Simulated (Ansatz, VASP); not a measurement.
**Two plane-wave programs on Hf3F2**

```xyz
5
Lattice="4.5318 0.0000 0.0000 0.0000 4.5318 0.0000 0.0000 0.0000 4.5318" Properties=species:S:1:pos:R:3 pbc="T T T"
Hf    0.0000    2.2659    2.2659
Hf    2.2659    0.0000    2.2659
Hf    2.2659    2.2659    0.0000
F     2.2659    2.2659    2.2659
F     0.0000    0.0000    0.0000
```

Alike in both runs: functional PBE; k mesh 4 × 4 × 4; occupations gaussian, width 0.2 eV; no spin polarisation.

Ansatz relaxed the structure, and its values are those at the end. VASP's run is a single point on that final structure, the one shown.

|  | VASP | Ansatz |
| --- | --- | --- |
| version | VASP 6.6.1 | Ansatz 0.2.0 |
| potentials or method | VASP PAW PBE potentials, release 64 (Hf_pv, F), cutoff 600 eV | scalar-relativistic, plane waves, PAW |
| valence electrons in the cell | 44 | 92 |

Ansatz gave:

* gap on the k mesh at the Fermi level (eV): none
* pressure (GPa): 0.4

Task: Estimate VASP's values.

Result: gap on the k mesh at the Fermi level (eV): none; pressure (GPa): -0.6.

A gap of «none» marks a metal or a gap that the smearing closes. The functional is the same, so the differences come from potentials, cutoffs and numerics. VASP's potentials hold 44 valence electrons a cell and Ansatz's 92, so a difference there can come from the potentials and not from the codes.

Spin-orbit coupling is off throughout.
